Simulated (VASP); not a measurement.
# InSe (P6_3/mmc) in VASP: further runs

The runs below take InSe through single point, with PBE+D3(BJ).

Everything below comes from runs of VASP 6.6.1. Logs are shortened: lines on timing, memory, paths and dates and some standing lists are left out, and cuts for length are marked.

### Step 1. The cell of the first run

The structure is hexagonal, space group P6_3/mmc (No. 194). The conventional cell has a = 4.050 Å, b = 4.050 Å, c = 16.930 Å, α = 90.00°, β = 90.00°, γ = 120.00°. Within 3.3 Å of In (site symmetry 3m) lie 3 Se at 2.52 Å and 1 In at 3.15 Å. Se (site symmetry 3m) has 3 In at 2.52 Å within 3.3 Å.

### Step 2. Single point, PBE+D3(BJ)

The input, INCAR:

```
SYSTEM = InSe
PREC = Accurate ; ENCUT = 520
EDIFF = 1E-6 ; ISMEAR = 0
SIGMA = 0.1 ; LREAL = .FALSE.
LASPH = .TRUE. ; NELM = 100
ALGO = Normal ; ISIF = 2
LWAVE = .FALSE. ; LCHARG = .TRUE.
GGA = PE ; IVDW = 12
LELF = .TRUE. ; LVHAR = .TRUE.
NBANDS = 48
```

The input, KPOINTS:

```
Automatic mesh
0
G
  6 6 1
  0 0 0
```

The input, POSCAR:

```
InSe
1.0
    4.0500000000      0.0000000000      0.0000000000
   -2.0250000000      3.5074028853      0.0000000000
    0.0000000000      0.0000000000     16.9300000000
In Se
4 4
Direct
    0.3333333333      0.6666666667      0.1570000000
    0.6666666667      0.3333333333      0.6570000000
    0.3333333333      0.6666666667      0.3430000000
    0.6666666667      0.3333333333      0.8430000000
    0.3333333333      0.6666666667      0.6020000000
    0.6666666667      0.3333333333      0.1020000000
    0.3333333333      0.6666666667      0.8980000000
    0.6666666667      0.3333333333      0.3980000000
```

Potentials or basis: VASP PAW PBE potentials, release 64 (In_d, Se).

Run with:

```sh
$ cat potpaw_PBE.64/In_d/POTCAR potpaw_PBE.64/Se/POTCAR > POTCAR
$ mpirun -np 1 vasp_std > vasp.out
```

OUTCAR:

```text
SYSTEM = InSe
   PREC = Accurate
   ENCUT = 520
   EDIFF = 1E-6
   ISMEAR = 0
   LREAL = .FALSE.
   LASPH = .TRUE.
   NELM = 100
   ISIF = 2
   GGA = PE
   IVDW = 12
 IVDW          = 12

 ion  position               nearest neighbor table
   1  0.333  0.667  0.157-   6 2.52   6 2.52   6 2.52   3 3.15
   2  0.667  0.333  0.657-   5 2.52   5 2.52   5 2.52   4 3.15
   3  0.333  0.667  0.343-   8 2.52   8 2.52   8 2.52   1 3.15
   4  0.667  0.333  0.843-   7 2.52   7 2.52   7 2.52   2 3.15
   5  0.333  0.667  0.602-   2 2.52   2 2.52   2 2.52
   6  0.667  0.333  0.102-   1 2.52   1 2.52   1 2.52
   7  0.333  0.667  0.898-   4 2.52   4 2.52   4 2.52
   8  0.667  0.333  0.398-   3 2.52   3 2.52   3 2.52

  LATTYP: Found a hexagonal cell.
 ALAT       =     4.0500000000
 C/A-ratio  =     4.1802469136

  Lattice vectors:

 A1 = (   4.0500000000,   0.0000000000,   0.0000000000)
 A2 = (  -2.0250000000,   3.5074028853,   0.0000000000)
 A3 = (   0.0000000000,   0.0000000000,  16.9300000000)

Analysis of symmetry for initial positions (statically):
=====================================================================
 Subroutine PRICEL returns:
 Original cell was already a primitive cell.

 Routine SETGRP: Setting up the symmetry group for a
 hexagonal supercell.

 Subroutine GETGRP returns: Found 24 space group operations
 (whereof 12 operations were pure point group operations)
 out of a pool of 24 trial point group operations.

The static configuration has the point symmetry D_3d.
 The point group associated with its full space group is D_6h.

Analysis of symmetry for dynamics (positions and initial velocities):
=====================================================================
 Subroutine PRICEL returns:
 Original cell was already a primitive cell.

 Routine SETGRP: Setting up the symmetry group for a
 hexagonal supercell.

 Subroutine GETGRP returns: Found 24 space group operations
 (whereof 12 operations were pure point group operations)
 out of a pool of 24 trial point group operations.

The dynamic configuration has the point symmetry D_3d.
 The point group associated with its full space group is D_6h.

 Subroutine INISYM returns: Found 24 space group operations
 (whereof 12 operations are pure point group operations),
 and found     1 'primitive' translations

----------------------------------------------------------------------------------------

                                     Primitive cell

  volume of cell :     240.4903

  direct lattice vectors                    reciprocal lattice vectors
     4.050000000  0.000000000  0.000000000     0.246913580  0.142555622  0.000000000
    -2.025000000  3.507402885  0.000000000     0.000000000  0.285111244  0.000000000
     0.000000000  0.000000000 16.930000000     0.000000000  0.000000000  0.059066745

  length of vectors
     4.050000000  4.050000000 16.930000000     0.285111244  0.285111244  0.059066745

  position of ions in fractional coordinates (direct lattice)
     0.333333333  0.666666667  0.157000000
     0.666666667  0.333333333  0.657000000
     0.333333333  0.666666667  0.343000000
     0.666666667  0.333333333  0.843000000
     0.333333333  0.666666667  0.602000000
     0.666666667  0.333333333  0.102000000
     0.333333333  0.666666667  0.898000000
     0.666666667  0.333333333  0.398000000

  ion indices of the primitive-cell ions
   primitive index   ion index
                 1           1
                 2           2
                 3           3
                 4           4
                 5           5
                 6           6
                 7           7
                 8           8

----------------------------------------------------------------------------------------

 KPOINTS: Automatic mesh

Automatic generation of k-mesh.
 Grid dimensions read from file:
 generate k-points for:    6    6    1

 Generating k-lattice:

  Cartesian coordinates                     Fractional coordinates (reciprocal lattice)
     0.041152263  0.023759270  0.000000000     0.166666667 -0.000000000  0.000000000
     0.000000000  0.047518541  0.000000000     0.000000000  0.166666667  0.000000000
     0.000000000  0.000000000  0.059066745     0.000000000  0.000000000  1.000000000

  Length of vectors
     0.047518541  0.047518541  0.059066745

  Shift w.r.t. Gamma in fractional coordinates (k-lattice)
     0.000000000  0.000000000  0.000000000

 Subroutine IBZKPT returns following result:
 ===========================================

 Found      7 irreducible k-points:

 Following reciprocal coordinates:
            Coordinates               Weight
  0.000000  0.000000  0.000000      1.000000
  0.166667  0.000000  0.000000      6.000000
  0.333333 -0.000000  0.000000      6.000000
  0.500000 -0.000000  0.000000      3.000000
  0.166667  0.166667  0.000000      6.000000
  0.333333  0.166667  0.000000     12.000000
  0.333333  0.333333  0.000000      2.000000
   k-points           NKPTS =      7   k-points in BZ     NKDIM =      7   number of bands    NBANDS=     48
   number of dos      NEDOS =    301   number of ions     NIONS =      8
   total plane-waves  NPLWV = 113400
   dimension x,y,z NGX =    30 NGY =   30 NGZ =  126
   dimension x,y,z NGXF=    60 NGYF=   60 NGZF=  252
   ions per type =               4   4
   NGX,Y,Z   is equivalent  to a cutoff of  12.31, 12.31, 12.37 a.u.
   NGXF,Y,Z  is equivalent  to a cutoff of  24.63, 24.63, 24.75 a.u.
 SYSTEM =  InSe
   PREC   = accura    normal or accurate (medium, high low for compatibility)
   ISTART =      0    job   : 0-new  1-cont  2-samecut
   ICHARG =      2    charge: 1-file 2-atom 10-const
   ISPIN  =      1    spin polarized calculation?
   LNONCOLLINEAR =      F non collinear calculations
   LSORBIT =      F    spin-orbit coupling
   LASPH  =      T    aspherical Exc in radial PAW
   ENCUT  =  520.0 eV  38.22 Ry    6.18 a.u.   7.53  7.53 31.48*2*pi/ulx,y,z
   NELM   =    100;   NELMIN=  2; NELMDL= -5     # of ELM steps
   EDIFF  = 0.1E-05   stopping-criterion for ELM
   LREAL  =      F    real-space projection
   EDIFFG = 0.1E-04   stopping-criterion for IOM
   NSW    =      0    number of steps for IOM
   IBRION =     -1    ionic relax: 0-MD 1-quasi-New 2-CG
   NFREE  =      0    steps in history (QN), initial steepest desc. (CG)
   ISIF   =      2    stress and relaxation
   ISYM   =      2    0-nonsym 1-usesym 2-fastsym
   POTIM  = 0.5000    time-step for ionic-motion
   TEBEG  =    0.0;   TEEND  =   0.0 temperature during run
   PSTRESS=    0.0 pullay stress
   NELECT =      76.0000    total number of electrons
   NUPDOWN=      -1.0000    fix difference up-down
   EMIN   =  10.00;   EMAX   =-10.00  energy-range for DOS
   EFERMI =   0.00;   METHOD = LEGACY
   ISMEAR =     0;   SIGMA  =   0.10  broadening in eV -4-tet -1-fermi 0-gaus
   EFERMI_NEDOS =   21; number of points for ismear=-14 and -15
   IALGO  =     38    algorithm
   IMIX   =      4    mixing-type and parameters
     AMIX     =   0.40;   BMIX     =  1.00
     AMIX_MAG =   1.60;   BMIX_MAG =  1.00
  volume/ion in A,a.u.               =      30.06       202.86
  Fermi-wavevector in a.u.,A,eV,Ry     =   1.115099  2.107232 16.918111  1.243446
  Thomas-Fermi vector in A             =   2.251701
   LORBIT       =      0    0 simple, 1 ext, 2 COOP (PROOUT), +10 PAW based schemes
   GGA     = PE    functional components
   LHFCALC =     F    Hartree Fock is set to
   AEXX    =    0.0000 exact exchange contribution
   IVDW    =    12    specifies the selected vdW correction
   LEPSILON=     F    determine dielectric tensor
   LRPA    =     F    only Hartree local field effects (RPA)
 non-spin polarized calculation
 Gauss-broadening in eV      SIGMA  =   0.10
  energy-cutoff  :      520.00
  volume of cell :      240.49
 maximum number of plane-waves:      6531
   NGX = 15   NGY = 15   NGZ = 63

 number of electron      76.0000004 magnetization

 Free energy of the ion-electron system (eV)
  ---------------------------------------------------
  ext. energy  EPLUGINS =         0.00000000
  ---------------------------------------------------
  free energy    TOTEN  =       -26.48195766 eV

  energy without entropy =      -26.47575326  energy(sigma->0) =      -26.47885546

 E-fermi :   4.2979     XC(G=0):  -8.6729

 val. band max:        4.2227816725   @ k =   0.1667   0.0000   0.0000
 cond. band min:       4.6912633544   @ k =   0.0000   0.0000   0.0000
 fundamental gap:      0.4684816819
 Fermi energy:         4.2978948804

 k-point     1 :       0.0000    0.0000    0.0000
  band No.  band energies     occupation
      1     -10.9968      2.00000
      2     -10.9857      2.00000
      3     -10.8968      2.00000
      4     -10.8793      2.00000
      5     -10.8000      2.00000
      6     -10.8000      2.00000
[... 40 lines left out ...]
     47       8.7083      0.00000
     48       8.7091      0.00000

 k-point     2 :       0.1667    0.0000    0.0000
  band No.  band energies     occupation
      1     -11.1164      2.00000
      2     -11.1040      2.00000
      3     -11.0759      2.00000
      4     -11.0615      2.00000
      5     -10.7790      2.00000
      6     -10.7786      2.00000
[... 40 lines left out ...]
     47       8.6550      0.00000
     48       8.7531      0.00000

 k-point     3 :       0.3333   -0.0000    0.0000
  band No.  band energies     occupation
      1     -11.2616      2.00000
      2     -11.2524      2.00000
      3     -11.2369      2.00000
      4     -11.2270      2.00000
      5     -10.7413      2.00000
      6     -10.7408      2.00000
[... 40 lines left out ...]
     47       9.2793      0.00000
     48       9.4804      0.00000

 k-point     4 :       0.5000   -0.0000    0.0000
  band No.  band energies     occupation
      1     -11.3165      2.00000
      2     -11.3113      2.00000
      3     -11.2939      2.00000
      4     -11.2884      2.00000
      5     -10.7259      2.00000
      6     -10.7253      2.00000
[... 40 lines left out ...]
     47       9.2954      0.00000
     48       9.6729      0.00000

 k-point     5 :       0.1667    0.1667    0.0000
  band No.  band energies     occupation
      1     -11.2272      2.00000
      2     -11.2166      2.00000
      3     -11.2012      2.00000
      4     -11.1897      2.00000
      5     -10.7565      2.00000
      6     -10.7560      2.00000
[... 40 lines left out ...]
     47       8.5947      0.00000
     48       8.6910      0.00000

 k-point     6 :       0.3333    0.1667    0.0000
  band No.  band energies     occupation
      1     -11.3075      2.00000
      2     -11.3021      2.00000
      3     -11.2867      2.00000
      4     -11.2809      2.00000
      5     -10.7353      2.00000
      6     -10.7347      2.00000
[... 40 lines left out ...]
     47       8.6910      0.00000
     48       9.0181      0.00000

 k-point     7 :       0.3333    0.3333    0.0000
  band No.  band energies     occupation
      1     -11.3217      2.00000
      2     -11.3217      2.00000
      3     -11.3032      2.00000
      4     -11.3032      2.00000
      5     -10.7358      2.00000
      6     -10.7352      2.00000
[... 40 lines left out ...]
     47       9.3085      0.00000
     48       9.5370      0.00000

------------------------ aborting loop because EDIFF is reached ----------------------------------------

 Edisp (eV)   -2.30603

 E8    (eV) :    -1.0537

  FORCE on cell =-STRESS in cart. coord.  units (eV):
  Direction    XX          YY          ZZ          XY          YZ          ZX
  --------------------------------------------------------------------------------------
  -------------------------------------------------------------------------------------
  Total      13.50176    13.50176     0.09205     0.00000     0.00000     0.00000
  in kB      89.95045    89.95045     0.61324     0.00000     0.00000     0.00000
  external pressure =       60.17 kB  Pullay stress =        0.00 kB

 VOLUME and BASIS-vectors are now :
 -----------------------------------------------------------------------------
  energy-cutoff  :      520.00
  volume of cell :      240.49
      direct lattice vectors                 reciprocal lattice vectors
     4.050000000  0.000000000  0.000000000     0.246913580  0.142555622  0.000000000
    -2.025000000  3.507402885  0.000000000     0.000000000  0.285111244  0.000000000
     0.000000000  0.000000000 16.930000000     0.000000000  0.000000000  0.059066745

 POSITION                                       TOTAL-FORCE (eV/Angst)
 -----------------------------------------------------------------------------------
     -0.00000      2.33827      2.65801        -0.000000      0.000000      2.886984
      2.02500      1.16913     11.12301        -0.000000      0.000000      2.886984
     -0.00000      2.33827      5.80699        -0.000000      0.000000     -2.886984
      2.02500      1.16913     14.27199        -0.000000      0.000000     -2.886984
     -0.00000      2.33827     10.19186         0.000000     -0.000000     -1.998691
      2.02500      1.16913      1.72686        -0.000000      0.000000     -1.998691
     -0.00000      2.33827     15.20314         0.000000     -0.000000      1.998691
      2.02500      1.16913      6.73814        -0.000000      0.000000      1.998691
 -----------------------------------------------------------------------------------
    total drift:                               -0.000000     -0.000000      0.000000

  FREE ENERGIE OF THE ION-ELECTRON SYSTEM (eV)
  ---------------------------------------------------
  free  energy   TOTEN  =       -28.7879899243 eV

  energy  without entropy=      -28.7817855330  energy(sigma->0) =      -28.78488773
```

Wall time 69 s (1 thread of Intel Xeon Platinum 8559C (Emerald Rapids), shared host); peak memory 0.34 GiB.

Results:

```yaml
Free_energy: -28.7880 eV
Pressure: 6.0 GPa
Largest_force: 2.887 eV/Å
Band_gap_on_the_k_mesh: zero (filled and empty bands overlap)
Dispersion_energy_per_atom: -0.288 eV
```

Forces in eV/Å, atoms in the order of the input:
```
In   0.000  0.000  2.887
In   0.000  0.000  2.887
In   0.000  0.000 -2.887
In   0.000  0.000 -2.887
Se   0.000  0.000 -1.999
Se   0.000  0.000 -1.999
Se   0.000  0.000  1.999
Se   0.000  0.000  1.999
```

Levels at points of the mesh, in eV from the Fermi level:
| k point | band 35 | band 36 | band 37 | band 38 | band 39 | band 40 | band 41 | band 42 |
| --- | --- | --- | --- | --- | --- | --- | --- | --- |
| (0.00, 0.00, 0.00) | -2.17 | -2.17 | -1.37 | -0.38 | -0.08 | 0.39 | 1.21 | 1.56 |
| (0.50, 0.00, 0.00) | -2.95 | -2.58 | -1.51 | -1.01 | 0.92 | 1.08 | 1.34 | 1.41 |

Caveat: the k points lie up to 0.37 Å⁻¹ apart; spin-orbit coupling is left out, which moves the levels of the heavy elements; forces of over 1 eV/Å act on the atoms, so gaps and moduli don't describe the material at rest.

### Step 3. Single point, PBE+D3(BJ)

This run uses another cell than the first one, of 29.67 Å³/atom.

The input, INCAR:

```
PREC     = Accurate       # precision mode
ENCUT    = 520            # plane-wave cutoff, eV
EDIFF    = 1E-7           # SCF threshold, eV
ISMEAR   = 0              # smearing method
SIGMA    = 0.1            # smearing width, eV
LREAL    = False          # projectors in reciprocal space
LASPH    = True           # aspherical terms in the spheres
NELM     = 100            # most SCF steps
ALGO     = Normal         # electronic algorithm
ISIF     = 2              # what is computed and relaxed
LWAVE    = False          # write WAVECAR
LCHARG   = False          # write CHGCAR
GGA      = PE             # functional
IVDW     = 12             # dispersion correction
NBANDS   = 48             # bands
```

The input, KPOINTS:

```
Automatic mesh
0
Gamma
  6 6 2
```

The input, POSCAR:

```
InSe
1.0
    4.0435953843      0.0000000000      0.0000000000
   -2.0217976921      3.5018563254      0.0000000000
    0.0000000000      0.0000000000     16.7615307882
In Se
4 4
Direct
    0.3333333333      0.6666666667      0.1665097162
    0.6666666667      0.3333333333      0.6665097162
    0.3333333333      0.6666666667      0.3334902838
    0.6666666667      0.3333333333      0.8334902838
    0.3333333333      0.6666666667      0.5902354744
    0.6666666667      0.3333333333      0.0902354744
    0.3333333333      0.6666666667      0.9097645256
    0.6666666667      0.3333333333      0.4097645256
```

Potentials or basis: VASP PAW PBE potentials, release 64 (In_d, Se).

Run with:

```sh
$ cat potpaw_PBE.64/In_d/POTCAR potpaw_PBE.64/Se/POTCAR > POTCAR
$ mpirun -np 1 vasp_std > vasp.out
```

It took 2.4 min on 1 thread of Intel Xeon Platinum 8559C (Emerald Rapids), shared host; peak memory 0.4 GiB.

It converged, with:

```
Free energy                : -30.6834 eV
Pressure                   : -0.1 GPa
Largest force              : 0.045 eV/Å
Band gap on the k mesh     : 0.31 eV
Dispersion energy per atom : -0.295 eV
```

Forces on the atoms (eV/Å):
```
In   0.000  0.000  0.045
In   0.000  0.000  0.045
In   0.000  0.000 -0.045
In   0.000  0.000 -0.045
Se   0.000  0.000 -0.028
Se   0.000  0.000 -0.028
Se   0.000  0.000  0.028
Se   0.000  0.000  0.028
```

Levels at points of the mesh, in eV from the valence-band top:
| k point | band 34 | band 35 | band 36 | band 37 | band 38 | band 39 | band 40 | band 41 | band 42 | band 43 |
| --- | --- | --- | --- | --- | --- | --- | --- | --- | --- | --- |
| (0.00, 0.00, 0.00) | -1.21 | -1.21 | -1.14 | -1.14 | 0.00 | 0.31 | 1.66 | 2.05 | 2.07 | 4.14 |
| (0.50, 0.00, 0.00) | -2.20 | -2.07 | -2.07 | -2.01 | -1.35 | 1.10 | 1.20 | 1.91 | 1.91 | 3.33 |
| (0.00, 0.00, 0.50) | -1.17 | -1.17 | -1.17 | -0.92 | -0.92 | 1.17 | 1.17 | 2.07 | 2.07 | 4.21 |
| (0.50, 0.00, 0.50) | -2.29 | -2.08 | -2.08 | -1.70 | -1.70 | 1.45 | 1.45 | 1.56 | 1.56 | 3.53 |

Caveat: semilocal functionals underestimate gaps, and a narrow one can read as zero; spin-orbit coupling is left out, which moves the levels of the heavy elements.

[end of part 1 of 2]

The gap in the log of VASP goes by the Fermi energy; the results here count the filled bands.